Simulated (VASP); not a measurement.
# Pb (R-3m) in VASP: single point with PBEsol

Aim: the single point of Pb with PBEsol.

Everything below comes from runs of VASP 6.6.1. Logs are shortened: lines on timing, memory, paths and dates and some standing lists are left out, and cuts for length are marked.

**1. The cell of the first run**

Symmetry: R-3m, No. 166, trigonal system. The conventional cell has a = 3.626 Å, b = 3.626 Å, c = 7.855 Å, α = 90.00°, β = 90.00°, γ = 120.00°. Within 4.4 Å of Pb (site symmetry -3m) lie 12 Pb at 3.35 to 3.63 Å.

**2. Single point, PBEsol (strained)**

INCAR reads:

```
ALGO = Fast
EDIFF = 1E-6
ENCUT = 520
GGA = PS
ISIF = 2
ISMEAR = 0
ISYM = 0
LASPH = True
LCHARG = False
LREAL = False
LWAVE = False
NBANDS = 13
NELM = 80
PREC = Accurate
SIGMA = 0.1
```

KPOINTS reads:

```
k-points
0
Gamma
  15 15 14
```

POSCAR reads:

```
Pb
1.0
    0.0000000000      2.5639734740      2.5639734740
    2.5639734740      0.0000000000      2.5639734740
    2.3663894740      2.3663894740      0.1975840000
Pb
1
Direct
    0.0000000000      0.0000000000      0.0000000000
```

Potentials or basis: VASP PAW PBE potentials, release 64 (Pb_d).

Command:

```console
cat potpaw_PBE.64/Pb_d/POTCAR > POTCAR
mpirun -np 1 vasp_std > vasp.out
```

OUTCAR:

```text
EDIFF = 1E-6
   ENCUT = 520
   GGA = PS
   ISIF = 2
   ISMEAR = 0
   ISYM = 0
   LASPH = True
   LREAL = False
   NELM = 80
   PREC = Accurate

 ion  position               nearest neighbor table
   1  0.000  0.000  0.000-

IMPORTANT INFORMATION: All symmetrisations will be switched off!
NOSYMM: (Re-)initialisation of all symmetry stuff for point group C_1.

----------------------------------------------------------------------------------------

                                     Primitive cell

  volume of cell :      29.8142

  direct lattice vectors                    reciprocal lattice vectors
     0.000000000  2.563973474  2.563973474    -0.203505774  0.186513861  0.203505774
     2.563973474  0.000000000  2.563973474     0.186513861 -0.203505774  0.203505774
     2.366389474  2.366389474  0.197584000     0.220497688  0.220497688 -0.220497688

  length of vectors
     3.626006060  3.626006060  3.352407750     0.342952797  0.342952797  0.381913198

  position of ions in fractional coordinates (direct lattice)
     0.000000000  0.000000000  0.000000000

  ion indices of the primitive-cell ions
   primitive index   ion index
                 1           1

----------------------------------------------------------------------------------------

 KPOINTS: k-points

Automatic generation of k-mesh.
 Grid dimensions read from file:
 generate k-points for:   15   15   14

 Generating k-lattice:

  Cartesian coordinates                     Fractional coordinates (reciprocal lattice)
    -0.013567052  0.012434257  0.013567052     0.066666667  0.000000000  0.000000000
     0.012434257 -0.013567052  0.013567052     0.000000000  0.066666667  0.000000000
     0.015749835  0.015749835 -0.015749835     0.000000000  0.000000000  0.071428571

  Length of vectors
     0.022863520  0.022863520  0.027279514

  Shift w.r.t. Gamma in fractional coordinates (k-lattice)
     0.000000000  0.000000000  0.000000000

 -----------------------------------------------------------------------------
|                                                                             |
|           W    W    AA    RRRRR   N    N  II  N    N   GGGG   !!!           |
|           W    W   A  A   R    R  NN   N  II  NN   N  G    G  !!!           |
|           W    W  A    A  R    R  N N  N  II  N N  N  G       !!!           |
|           W WW W  AAAAAA  RRRRR   N  N N  II  N  N N  G  GGG   !            |
|           WW  WW  A    A  R   R   N   NN  II  N   NN  G    G                |
|           W    W  A    A  R    R  N    N  II  N    N   GGGG   !!!           |
|                                                                             |
|     Your reciprocal lattice and k-lattice belong to different lattice       |
|     classes:                                                                |
|                                                                             |
|        The reciprocal lattice is rhombohedral (trigonal),                   |
|        whereas your k-lattice is base-centered monoclinic.                  |
|                                                                             |
|     Results are often still useful ...                                      |
|                                                                             |
 -----------------------------------------------------------------------------

 WARNING: IBZKPT: internal override: KBLOWUP is changed to .FALSE.
      ... skipping the blow-up phase ...

 Subroutine IBZKPT returns following result:
 ===========================================

 Found   1576 irreducible k-points:

 Following reciprocal coordinates:
            Coordinates               Weight
  0.000000  0.000000  0.000000      1.000000
  0.066667  0.000000  0.000000      2.000000
  0.133333  0.000000  0.000000      2.000000
  0.200000  0.000000  0.000000      2.000000
  0.266667  0.000000  0.000000      2.000000
  0.333333  0.000000 -0.000000      2.000000
[... 16 lines left out ...]
 -0.066667  0.066667 -0.000000      2.000000
  0.000000  0.133333  0.000000      2.000000
 [... further k-points ...]
   k-points           NKPTS =   1576   k-points in BZ     NKDIM =   1576   number of bands    NBANDS=     13
   number of dos      NEDOS =    301   number of ions     NIONS =      1
   total plane-waves  NPLWV =  21952
   dimension x,y,z NGX =    28 NGY =   28 NGZ =   28
   dimension x,y,z NGXF=    56 NGYF=   56 NGZF=   56
   ions per type =               1
   NGX,Y,Z   is equivalent  to a cutoff of  12.84, 12.84, 13.89 a.u.
   NGXF,Y,Z  is equivalent  to a cutoff of  25.68, 25.68, 27.77 a.u.
 SYSTEM =  unknown system
   PREC   = accura    normal or accurate (medium, high low for compatibility)
   ISTART =      0    job   : 0-new  1-cont  2-samecut
   ICHARG =      2    charge: 1-file 2-atom 10-const
   ISPIN  =      1    spin polarized calculation?
   LNONCOLLINEAR =      F non collinear calculations
   LSORBIT =      F    spin-orbit coupling
   LASPH  =      T    aspherical Exc in radial PAW
   ENCUT  =  520.0 eV  38.22 Ry    6.18 a.u.   6.74  6.74  6.23*2*pi/ulx,y,z
   NELM   =     80;   NELMIN=  2; NELMDL= -5     # of ELM steps
   EDIFF  = 0.1E-05   stopping-criterion for ELM
   LREAL  =      F    real-space projection
   EDIFFG = 0.1E-04   stopping-criterion for IOM
   NSW    =      0    number of steps for IOM
   IBRION =     -1    ionic relax: 0-MD 1-quasi-New 2-CG
   NFREE  =      0    steps in history (QN), initial steepest desc. (CG)
   ISIF   =      2    stress and relaxation
   ISYM   =      0    0-nonsym 1-usesym 2-fastsym
   POTIM  = 0.5000    time-step for ionic-motion
   TEBEG  =    0.0;   TEEND  =   0.0 temperature during run
   PSTRESS=    0.0 pullay stress
   NELECT =      14.0000    total number of electrons
   NUPDOWN=      -1.0000    fix difference up-down
   EMIN   =  10.00;   EMAX   =-10.00  energy-range for DOS
   EFERMI =   0.00;   METHOD = LEGACY
   ISMEAR =     0;   SIGMA  =   0.10  broadening in eV -4-tet -1-fermi 0-gaus
   EFERMI_NEDOS =   21; number of points for ismear=-14 and -15
   IALGO  =     68    algorithm
   IMIX   =      4    mixing-type and parameters
     AMIX     =   0.40;   BMIX     =  1.00
     AMIX_MAG =   1.60;   BMIX_MAG =  1.00
  volume/ion in A,a.u.               =      29.81       201.20
  Fermi-wavevector in a.u.,A,eV,Ry     =   1.272457  2.404595 22.029836  1.619147
  Thomas-Fermi vector in A             =   2.405335
   LORBIT       =      0    0 simple, 1 ext, 2 COOP (PROOUT), +10 PAW based schemes
   GGA     = PS    functional components
   LHFCALC =     F    Hartree Fock is set to
   AEXX    =    0.0000 exact exchange contribution
   IVDW    =     0    specifies the selected vdW correction
   LEPSILON=     F    determine dielectric tensor
   LRPA    =     F    only Hartree local field effects (RPA)
 non-spin polarized calculation
 RMM-DIIS sequential band-by-band and
 Gauss-broadening in eV      SIGMA  =   0.10
  energy-cutoff  :      520.00
  volume of cell :       29.81
 maximum number of plane-waves:       819
   NGX = 13   NGY = 13   NGZ = 13

 number of electron      14.0000003 magnetization

 Free energy of the ion-electron system (eV)
  ---------------------------------------------------
  ext. energy  EPLUGINS =         0.00000000
  ---------------------------------------------------
  free energy    TOTEN  =        -3.96627747 eV

  energy without entropy =       -3.96365423  energy(sigma->0) =       -3.96496585

 E-fermi :   7.3273     XC(G=0): -10.4144

 val. band max:        7.3191134609   @ k =  -0.4000  -0.2667   0.2143
 cond. band min:       7.3369013937   @ k =   0.0667  -0.2000   0.4286
 fundamental gap:      0.0177879327
 Fermi energy:         7.3273357026

 k-point     1 :       0.0000    0.0000    0.0000
  band No.  band energies     occupation
      1      -9.7987      2.00000
      2      -9.7985      2.00000
      3      -9.6345      2.00000
      4      -9.5466      2.00000
      5      -9.5463      2.00000
      6      -4.6286      2.00000
      7      13.9806      0.00000
      8      13.9812      0.00000
      9      15.1906      0.00000
     10      17.9466      0.00000
     11      18.7704      0.00000
     12      18.9889      0.00000
     13      18.9891      0.00000

 k-point     2 :       0.0667    0.0000    0.0000
  band No.  band energies     occupation
      1      -9.7963      2.00000
      2      -9.7918      2.00000
      3      -9.6315      2.00000
      4      -9.5469      2.00000
      5      -9.5466      2.00000
      6      -4.5467      2.00000
      7      13.0152      0.00000
      8      13.9326      0.00000
      9      14.9605      0.00000
     10      18.3724      0.00000
     11      18.6540      0.00000
     12      19.1352      0.00000
     13      19.9515      0.00000

 k-point     3 :       0.1333    0.0000    0.0000
  band No.  band energies     occupation
      1      -9.7911      2.00000
      2      -9.7770      2.00000
      3      -9.6215      2.00000
      4      -9.5461      2.00000
      5      -9.5458      2.00000
      6      -4.3007      2.00000
      7      11.0942      0.00000
      8      13.8046      0.00000
      9      14.7044      0.00000
     10      18.2368      0.00000
     11      19.0675      0.00000
     12      19.5490      0.00000
     13      20.7661      0.00000
[... 305 lines left out ...]
 k-point    23 :      -0.0667    0.0667   -0.0000
  band No.  band energies     occupation
      1      -9.7923      2.00000
      2      -9.7880      2.00000
      3      -9.6257      2.00000
      4      -9.5514      2.00000
      5      -9.5392      2.00000
      6      -4.4177      2.00000
      7      12.2067      0.00000
      8      13.1123      0.00000
      9      14.8030      0.00000
     10      18.6868      0.00000
     11      18.8430      0.00000
     12      20.4539      0.00000
     13      20.6369      0.00000

 k-point    24 :       0.0000    0.1333    0.0000
  band No.  band energies     occupation
      1      -9.7911      2.00000
      2      -9.7770      2.00000
      3      -9.6215      2.00000
      4      -9.5461      2.00000
      5      -9.5458      2.00000
      6      -4.3007      2.00000
      7      11.0942      0.00000
      8      13.8046      0.00000
      9      14.7044      0.00000
     10      18.2368      0.00000
     11      19.0675      0.00000
     12      19.5490      0.00000
     13      20.7640      0.00000

 [... further k-points ...]

------------------------ aborting loop because EDIFF is reached ----------------------------------------

  FORCE on cell =-STRESS in cart. coord.  units (eV):
  Direction    XX          YY          ZZ          XY          YZ          ZX
  --------------------------------------------------------------------------------------
  -------------------------------------------------------------------------------------
  Total        0.1867814      0.1867613      0.1321076      0.2651348     -0.2431057     -0.2431163
  in kB       10.0374011     10.0363170      7.0992968     14.2480151    -13.0641987    -13.0647666
  external PRESSURE =       9.0576716 kB  Pullay stress =       0.0000000 kB

 VOLUME and BASIS-vectors are now :
 -----------------------------------------------------------------------------
  energy-cutoff  :      520.00
  volume of cell :       29.81
      direct lattice vectors                 reciprocal lattice vectors
     0.000000000  2.563973474  2.563973474    -0.203505774  0.186513861  0.203505774
     2.563973474  0.000000000  2.563973474     0.186513861 -0.203505774  0.203505774
     2.366389474  2.366389474  0.197584000     0.220497688  0.220497688 -0.220497688

 POSITION                                       TOTAL-FORCE (eV/Angst)
 -----------------------------------------------------------------------------------
      0.00000      0.00000      0.00000        -0.000004     -0.000010     -0.000007
 -----------------------------------------------------------------------------------
    total drift:                               -0.000004     -0.000010     -0.000007

  FREE ENERGIE OF THE ION-ELECTRON SYSTEM (eV)
  ---------------------------------------------------
  free  energy   TOTEN  =        -3.9662774684 eV

  energy  without entropy=       -3.9636542315  energy(sigma->0) =       -3.96496585
```

Run time: 6.4 min. Hardware: 1 thread of Intel Xeon Platinum 8488C (Sapphire Rapids), shared host; peak memory 0.62 GiB.

Results:

| Property | Result |
| --- | --- |
| Free energy | -3.9663 eV |
| Pressure | 0.9 GPa |
| Band gap on the k mesh | zero (band 7 reaches 13.98 eV, above the bottom of band 8 at 5.57 eV) |

Caveat: the cell differs from its parent crystal (strained); the PAW data sets were made with another functional, which shifts forces and pressure a little; spin-orbit coupling is left out, which moves the levels of the heavy elements.
